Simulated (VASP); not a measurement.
# Re (Fd-3m) in VASP: further runs

Runs on Re. Level: r2SCAN. Tasks: relaxation of cell and atoms.

All numbers are computed with VASP 6.6.1; they aren't measurements. Logs are shortened: lines on timing, memory, paths and dates and some standing lists are left out, and cuts for length are marked.

## Step 1: The cell of the first run

It takes space group Fd-3m (No. 227, cubic). Conventional cell: a = 5.350 Å, b = 5.350 Å, c = 5.350 Å, α = 90.00°, β = 90.00°, γ = 90.00°. Re (site symmetry -43m) has 4 Re at 2.32 Å within 3.1 Å.

## Step 2: Relaxation of cell and atoms, r2SCAN, target pressure 10 GPa, at which the enthalpy is minimised

POSCAR

```
Re
1.0
    0.0000000000      2.6750000000      2.6750000000
    2.6750000000      0.0000000000      2.6750000000
    2.6750000000      2.6750000000      0.0000000000
Re
2
Direct
    0.0000000000      0.0000000000      0.0000000000
    0.2500000000      0.2500000000      0.2500000000
```

INCAR.step1

```
  ALGO = Normal
  EDIFF = 1E-4
  ENCUT = 600
  GGA = PE
  ISMEAR = -1
  LASPH = T
  LCHARG = F
  LREAL = F
  LWAVE = T
  NELM = 100
  PREC = Accurate
  SIGMA = 0.05
```

INCAR.step2

```
  ALGO = Normal
  EDIFF = 1E-6
  EDIFFG = -0.02
  ENCUT = 600
  IBRION = 2
  ISIF = 3
  ISMEAR = -1
  ISTART = 1
  LASPH = T
  LCHARG = F
  LMIXTAU = T
  LREAL = F
  LWAVE = F
  METAGGA = R2SCAN
  NELM = 100
  NSW = 60
  PREC = Accurate
  PSTRESS = 100.0
  SIGMA = 0.05
```

KPOINTS

```
k-points
0
Gamma
  6 6 6
```

Potentials or basis: VASP PAW PBE potentials, release 64 (Re).

On the command line:

```
$ cat potpaw_PBE.64/Re/POTCAR > POTCAR
$ cp INCAR.step1 INCAR
$ mpirun -np 1 vasp_std > vasp.out
$ cp INCAR.step2 INCAR
$ mpirun -np 1 vasp_std > vasp.out
```

OUTCAR:

```text
EDIFF = 1E-6
   EDIFFG = -0.02
   ENCUT = 600
   IBRION = 2
   ISIF = 3
   ISMEAR = -1
   ISTART = 1
   LASPH = T
   LREAL = F
   METAGGA = R2SCAN
   NELM = 100
   NSW = 60
   PREC = Accurate
   PSTRESS = 100.0

 ion  position               nearest neighbor table
   1  0.000  0.000  0.000-   2 2.32   2 2.32   2 2.32   2 2.32
   2  0.250  0.250  0.250-   1 2.32   1 2.32   1 2.32   1 2.32

  LATTYP: Found a face centered cubic cell.
 ALAT       =     5.3500000000

  Lattice vectors:

 A1 = (   0.0000000000,   2.6750000000,   2.6750000000)
 A2 = (   2.6750000000,   0.0000000000,   2.6750000000)
 A3 = (   2.6750000000,   2.6750000000,   0.0000000000)

Analysis of symmetry for initial positions (statically):
=====================================================================
 Subroutine PRICEL returns:
 Original cell was already a primitive cell.

 Routine SETGRP: Setting up the symmetry group for a
 face centered cubic supercell.

 Subroutine GETGRP returns: Found 48 space group operations
 (whereof 24 operations were pure point group operations)
 out of a pool of 48 trial point group operations.

The static configuration has the point symmetry T_d .
 The point group associated with its full space group is O_h .

Analysis of symmetry for dynamics (positions and initial velocities):
=====================================================================
 Subroutine PRICEL returns:
 Original cell was already a primitive cell.

 Routine SETGRP: Setting up the symmetry group for a
 face centered cubic supercell.

 Subroutine GETGRP returns: Found 48 space group operations
 (whereof 24 operations were pure point group operations)
 out of a pool of 48 trial point group operations.

The dynamic configuration has the point symmetry T_d .
 The point group associated with its full space group is O_h .

 Subroutine INISYM returns: Found 48 space group operations
 (whereof 24 operations are pure point group operations),
 and found     1 'primitive' translations

----------------------------------------------------------------------------------------

                                     Primitive cell

  volume of cell :      38.2826

  direct lattice vectors                    reciprocal lattice vectors
     0.000000000  2.675000000  2.675000000    -0.186915888  0.186915888  0.186915888
     2.675000000  0.000000000  2.675000000     0.186915888 -0.186915888  0.186915888
     2.675000000  2.675000000  0.000000000     0.186915888  0.186915888 -0.186915888

  length of vectors
     3.783021279  3.783021279  3.783021279     0.323747814  0.323747814  0.323747814

  position of ions in fractional coordinates (direct lattice)
     0.000000000  0.000000000  0.000000000
     0.250000000  0.250000000  0.250000000

  ion indices of the primitive-cell ions
   primitive index   ion index
                 1           1
                 2           2

----------------------------------------------------------------------------------------

 KPOINTS: k-points

Automatic generation of k-mesh.
 Grid dimensions read from file:
 generate k-points for:    6    6    6

 Generating k-lattice:

  Cartesian coordinates                     Fractional coordinates (reciprocal lattice)
    -0.031152648  0.031152648  0.031152648     0.166666667  0.000000000  0.000000000
     0.031152648 -0.031152648  0.031152648     0.000000000  0.166666667  0.000000000
     0.031152648  0.031152648 -0.031152648     0.000000000  0.000000000  0.166666667

  Length of vectors
     0.053957969  0.053957969  0.053957969

  Shift w.r.t. Gamma in fractional coordinates (k-lattice)
     0.000000000  0.000000000  0.000000000

 Subroutine IBZKPT returns following result:
 ===========================================

 Found     16 irreducible k-points:

 Following reciprocal coordinates:
            Coordinates               Weight
  0.000000  0.000000  0.000000      1.000000
  0.166667  0.000000  0.000000      8.000000
  0.333333  0.000000  0.000000      8.000000
  0.500000  0.000000  0.000000      4.000000
  0.166667  0.166667  0.000000      6.000000
  0.333333  0.166667  0.000000     24.000000
[... 8 lines left out ...]
 -0.333333  0.333333  0.166667     24.000000
 -0.333333  0.500000  0.166667     12.000000
   k-points           NKPTS =     16   k-points in BZ     NKDIM =     16   number of bands    NBANDS=     11
   number of dos      NEDOS =    301   number of ions     NIONS =      2
   total plane-waves  NPLWV =  27000
   dimension x,y,z NGX =    30 NGY =   30 NGZ =   30
   dimension x,y,z NGXF=    60 NGYF=   60 NGZF=   60
   ions per type =               2
   NGX,Y,Z   is equivalent  to a cutoff of  13.18, 13.18, 13.18 a.u.
   NGXF,Y,Z  is equivalent  to a cutoff of  26.37, 26.37, 26.37 a.u.
 SYSTEM =  unknown system
   PREC   = accura    normal or accurate (medium, high low for compatibility)
   ISTART =      1    job   : 0-new  1-cont  2-samecut
   ICHARG =      0    charge: 1-file 2-atom 10-const
   ISPIN  =      1    spin polarized calculation?
   LNONCOLLINEAR =      F non collinear calculations
   LSORBIT =      F    spin-orbit coupling
   LASPH  =      T    aspherical Exc in radial PAW
   ENCUT  =  600.0 eV  44.10 Ry    6.64 a.u.   7.56  7.56  7.56*2*pi/ulx,y,z
   NELM   =    100;   NELMIN=  2; NELMDL=  0     # of ELM steps
   EDIFF  = 0.1E-05   stopping-criterion for ELM
   LREAL  =      F    real-space projection
   EDIFFG = -.2E-01   stopping-criterion for IOM
   NSW    =     60    number of steps for IOM
   IBRION =      2    ionic relax: 0-MD 1-quasi-New 2-CG
   NFREE  =      1    steps in history (QN), initial steepest desc. (CG)
   ISIF   =      3    stress and relaxation
   ISYM   =      2    0-nonsym 1-usesym 2-fastsym
   POTIM  = 0.5000    time-step for ionic-motion
   TEBEG  =    0.0;   TEEND  =   0.0 temperature during run
   PSTRESS=  100.0 pullay stress
   NELECT =      14.0000    total number of electrons
   NUPDOWN=      -1.0000    fix difference up-down
   EMIN   =  10.00;   EMAX   =-10.00  energy-range for DOS
   EFERMI =   0.00;   METHOD = LEGACY
   ISMEAR =    -1;   SIGMA  =   0.05  broadening in eV -4-tet -1-fermi 0-gaus
   EFERMI_NEDOS =   21; number of points for ismear=-14 and -15
   IALGO  =     38    algorithm
   IMIX   =      4    mixing-type and parameters
     AMIX     =   0.40;   BMIX     =  1.00
     AMIX_MAG =   1.60;   BMIX_MAG =  1.00
  volume/ion in A,a.u.               =      19.14       129.17
  Fermi-wavevector in a.u.,A,eV,Ry     =   1.170713  2.212327 18.647718  1.370569
  Thomas-Fermi vector in A             =   2.307167
   LORBIT       =      0    0 simple, 1 ext, 2 COOP (PROOUT), +10 PAW based schemes
   METAGGA = R2SCAN    functional components
   LHFCALC =     F    Hartree Fock is set to
   AEXX    =    0.0000 exact exchange contribution
   IVDW    =     0    specifies the selected vdW correction
   LEPSILON=     F    determine dielectric tensor
   LRPA    =     F    only Hartree local field effects (RPA)
 conjugate gradient relaxation of ions
 non-spin polarized calculation
  energy-cutoff  :      600.00
  volume of cell :       38.28
 maximum number of plane-waves:      1303
   NGX = 15   NGY = 15   NGZ = 15

--------------------------------------- Ionic step        1  -------------------------------------------

 number of electron      14.0000001 magnetization

 Free energy of the ion-electron system (eV)
  ---------------------------------------------------
  ext. energy  EPLUGINS =         0.00000000
  ---------------------------------------------------
  free energy    TOTEN  =      -101.23558496 eV

  energy without entropy =     -101.22142607  energy(sigma->0) =     -101.22850552

------------------------ aborting loop because EDIFF is reached ----------------------------------------

  FORCE on cell =-STRESS in cart. coord.  units (eV):
  Direction    XX          YY          ZZ          XY          YZ          ZX
  --------------------------------------------------------------------------------------
  -------------------------------------------------------------------------------------
  Total        7.8358407      7.8358407      7.8358407      0.0000000      0.0000000     -0.0000000
  in kB      327.9403266    327.9403266    327.9403266      0.0000000      0.0000000     -0.0000000
  external PRESSURE =     227.9403266 kB  Pullay stress =     100.0000000 kB
[... 23 lines left out ...]
  enthalpy is  TOTEN    =       -98.8461744331 eV   P V=        2.3894105249

--------------------------------------- Ionic step        2  -------------------------------------------

 number of electron      14.0000002 magnetization

 E-fermi :   1.6516     XC(G=0): -10.6725

 val. band max:        1.5996575000   @ k =  -0.3333   0.3333   0.0000
 cond. band min:       1.6948283714   @ k =  -0.3333   0.3333   0.0000
 fundamental gap:      0.0951708714
 Fermi energy:         1.6515579957

 k-point     1 :       0.0000    0.0000    0.0000
  band No.  band energies     occupation
      1      -4.4355      2.00000
      2      -0.6273      2.00000
      3      -0.6273      2.00000
      4      -0.3674      2.00000
      5      -0.3674      2.00000
      6      -0.3674      2.00000
      7       2.2336      0.00002
      8       2.2336      0.00002
      9       2.2336      0.00002
     10       4.8188      0.00000
     11       4.8188      0.00000
[... 275 lines left out ...]
  FREE ENERGIE OF THE ION-ELECTRON SYSTEM (eV)
  ---------------------------------------------------
  free  energy   TOTEN  =      -101.7076642478 eV

  energy  without entropy=     -101.6922104409  energy(sigma->0) =     -101.69993734

  enthalpy is  TOTEN    =       -99.0745408901 eV   P V=        2.6331233577

[... ionic steps 4 to 15 ...]

--------------------------------------- Ionic step       16  -------------------------------------------

 number of electron      14.0000000 magnetization

------------------------ aborting loop because EDIFF is reached ----------------------------------------

  FORCE on cell =-STRESS in cart. coord.  units (eV):
  Direction    XX          YY          ZZ          XY          YZ          ZX
  --------------------------------------------------------------------------------------
  -------------------------------------------------------------------------------------
  Total        2.6528639      2.6528639      2.6528639     -0.0000000     -0.0000000      0.0000000
  in kB      101.8413956    101.8413956    101.8413956     -0.0000000     -0.0000000      0.0000000
  external PRESSURE =       1.8413956 kB  Pullay stress =     100.0000000 kB
[... 61 lines left out ...]
  enthalpy is  TOTEN    =       -99.0775112768 eV   P V=        2.6052968568

--------------------------------------- Ionic step       18  -------------------------------------------

 number of electron      14.0000000 magnetization

 Free energy of the ion-electron system (eV)
  ---------------------------------------------------
  ext. energy  EPLUGINS =         0.00000000
  ---------------------------------------------------
  free energy    TOTEN  =      -101.68361279 eV

  energy without entropy =     -101.66813044  energy(sigma->0) =     -101.67587162

 E-fermi :   3.9426     XC(G=0): -12.1870

 val. band max:        3.9359911595   @ k =   0.5000   0.5000   0.0000
 cond. band min:       3.9763459268   @ k =   0.1667   0.0000   0.0000
 fundamental gap:      0.0403547673
 Fermi energy:         3.9425826037

 k-point     1 :       0.0000    0.0000    0.0000
  band No.  band energies     occupation
      1      -3.4904      2.00000
      2       0.4903      2.00000
      3       0.4903      2.00000
      4       1.3543      2.00000
      5       1.3543      2.00000
      6       1.3543      2.00000
      7       4.7110      0.00000
      8       4.7110      0.00000
      9       4.7110      0.00000
     10       8.7484      0.00000
     11       8.7484      0.00000
[... 237 lines left out ...]
  FREE ENERGIE OF THE ION-ELECTRON SYSTEM (eV)
  ---------------------------------------------------
  free  energy   TOTEN  =      -101.6836127947 eV

  energy  without entropy=     -101.6681304402  energy(sigma->0) =     -101.67587162

  enthalpy is  TOTEN    =       -99.0775169987 eV   P V=        2.6060957960

 reached required accuracy - stopping structural energy minimisation
```

Run time: 4.2 min. Hardware: 1 thread of Intel Xeon Platinum 8488C (Sapphire Rapids), shared host; peak memory 0.19 GiB.

What came out:

```yaml
Free_energy: -101.6836 eV
Relaxed_volume: 20.88 Å³/atom
Relaxed_cell: a = 3.894 Å, b = 3.894 Å, c = 3.894 Å, α = 60.00°, β = 60.00°, γ = 60.00°
Space_group_after_relaxing_to_0.05_Å: Fd-3m (No. 227)
Energy_change_on_relaxing_the_enthalpy_is_what_falls: -224.0 meV/atom
Ionic_steps: 18
Pressure_after_relaxing: 10.1 GPa
Band_gap_on_the_k_mesh: zero (band 7 reaches 4.71 eV, above the bottom of band 8 at 3.50 eV)
```

The path:
```
step  energy change (eV)  largest force (eV/Å)  pressure (GPa)  volume (Å³)
   1              0.0000                0.0000           32.79        38.28
   2              0.6896                0.0000          -27.12        55.44
   3             -0.4721                0.0000            7.78        42.19
   4             -0.4507                0.0000            9.83        41.80
   5             -0.4462                0.0000           10.16        41.73
   6             -0.4463                0.0000           10.21        41.73
   7             -0.4464                0.0000           10.21        41.73
   8             -0.4464                0.0000           10.20        41.73
   9             -0.4464                0.0000           10.19        41.73
  10             -0.4464                0.0000           10.19        41.73
  11             -0.4464                0.0000           10.19        41.73
  12             -0.4464                0.0000           10.19        41.73
  13             -0.4465                0.0000           10.19        41.73
  14             -0.4465                0.0000           10.18        41.73
  15             -0.4466                0.0000           10.20        41.73
  16             -0.4468                0.0000           10.18        41.74
  17             -0.4472                0.0000           10.17        41.74
  18             -0.4480                0.0000           10.09        41.75
```

Final structure:
```cif
data_structure
_symmetry_space_group_name_H-M 'P 1'
_symmetry_Int_Tables_number 1
_cell_length_a 3.8941
_cell_length_b 3.8941
_cell_length_c 3.8941
_cell_angle_alpha 60.000
_cell_angle_beta 60.000
_cell_angle_gamma 60.000
_cell_volume 41.75
loop_
_atom_site_label
_atom_site_type_symbol
_atom_site_fract_x
_atom_site_fract_y
_atom_site_fract_z
_atom_site_occupancy
Re1 Re 0.00000 0.00000 0.00000 1
Re2 Re 0.25000 0.25000 0.25000 1
```

Caveat: the cell is relaxed towards a set pressure, so the enthalpy falls and the energy may rise; the PAW data sets were made with another functional, which shifts forces and pressure a little; spin-orbit coupling is left out, which moves the levels of the heavy elements.

## Step 3: Relaxation of cell and atoms, r2SCAN, target pressure 20 GPa, at which the enthalpy is minimised

POSCAR is that of step 2.

INCAR.step1

```
ALGO = Normal
EDIFF = 1E-4
ENCUT = 600
GGA = PE
ISMEAR = -1
LASPH = T
LCHARG = F
LREAL = F
LWAVE = T
NELM = 60
PREC = Accurate
SIGMA = 0.05
```

INCAR.step2

```
ALGO = Normal
EDIFF = 1E-6
EDIFFG = -0.02
ENCUT = 600
IBRION = 2
ISIF = 3
ISMEAR = -1
ISTART = 1
LASPH = T
LCHARG = F
LMIXTAU = T
LREAL = F
LWAVE = F
METAGGA = R2SCAN
NELM = 60
NSW = 60
PREC = Accurate
PSTRESS = 200.0
SIGMA = 0.05
```

KPOINTS is that of step 2.

Potentials or basis: VASP PAW PBE potentials, release 64 (Re).

On the command line:

```
$ cat potpaw_PBE.64/Re/POTCAR > POTCAR
$ cp INCAR.step1 INCAR
$ mpirun -np 1 vasp_std > vasp.out
$ cp INCAR.step2 INCAR
$ mpirun -np 1 vasp_std > vasp.out
```

It took 2 min on 1 thread of Intel Xeon Platinum 8488C (Sapphire Rapids), shared host; peak memory 0.18 GiB.

Results (log left out):

| Quantity | Value |
| --- | --- |
| Free energy | -101.5279 eV |
| Relaxed volume | 20.04 Å³/atom |
| Relaxed cell | a = 3.841 Å, b = 3.841 Å, c = 3.841 Å, α = 60.00°, β = 60.00°, γ = 60.00° |
| Space group after relaxing (to 0.05 Å) | Fd-3m (No. 227) |
| Energy change on relaxing (the enthalpy is what falls) | -146.1 meV/atom |
| Ionic steps | 4 |
| Pressure after relaxing | 20.0 GPa |
| Band gap on the k mesh | zero (band 7 reaches 5.13 eV, above the bottom of band 8 at 3.85 eV) |

Step by step:
```csv
step,energy change (eV),largest force (eV/Å),pressure (GPa),volume (Å³)
1,0.0000,0.0000,32.79,38.28
2,-0.3647,0.0000,-12.43,47.39
3,-0.3083,0.0000,19.12,40.20
4,-0.2923,0.0000,19.97,40.07
```

Final structure:
```cif
data_structure
_symmetry_space_group_name_H-M 'P 1'
_symmetry_Int_Tables_number 1
_cell_length_a 3.8411
_cell_length_b 3.8411
_cell_length_c 3.8411
_cell_angle_alpha 60.000
_cell_angle_beta 60.000
_cell_angle_gamma 60.000
_cell_volume 40.07
loop_
_atom_site_label
_atom_site_type_symbol
_atom_site_fract_x
_atom_site_fract_y
_atom_site_fract_z
_atom_site_occupancy
Re1 Re 0.00000 0.00000 0.00000 1
Re2 Re 0.25000 0.25000 0.25000 1
```

Levels at points of the mesh, in eV from the Fermi level:
```tsv
k point	band 3	band 4	band 5	band 6	band 7	band 8	band 9	band 10	band 11
(0.00, 0.00, 0.00)	-3.68	-2.69	-2.69	-2.69	0.79	0.79	0.79	5.07	5.07
(0.50, 0.00, 0.00)	-3.32	-3.32	-2.99	-2.99	-0.89	2.10	2.10	3.96	3.96
(0.50, 0.50, 0.00)	-2.93	-2.93	-1.94	-1.94	-0.06	-0.06	4.39	4.39	5.26
```

Caveat: the cell is relaxed towards a set pressure, so the enthalpy falls and the energy may rise; the PAW data sets were made with another functional, which shifts forces and pressure a little; spin-orbit coupling is left out, which moves the levels of the heavy elements.

(Part 1 of 2 ends here.)
